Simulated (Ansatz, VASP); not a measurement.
## One calculation of Ca, two programs

```xyz
1
Lattice="0.0000 2.5212 2.5212 2.5212 0.0000 2.5212 2.5212 2.5212 0.0000" Properties=species:S:1:pos:R:3 pbc="T T T"
Ca    0.0000    0.0000    0.0000
```

Change from the starting cell: volume scaled by 0.76, LAPW.

Alike in both runs: task single point; functional PBE; k mesh 12 × 12 × 12; occupations fermi-dirac, width 0.08 eV; no spin polarisation.

|  | VASP | Ansatz |
| --- | --- | --- |
| version | VASP 6.6.1 | Ansatz 0.2.0 |
| potentials or method | VASP PAW PBE potentials, release 64 (Ca_sv), cutoff 520 eV | all-electron LAPW, scalar-relativistic |

|  | VASP | Ansatz | Ansatz less VASP |
| --- | --- | --- | --- |
| pressure (GPa) | 7.3 | 7.3 | -0.01 |

Ansatz ran all-electron here, and VASP with PAW potentials.
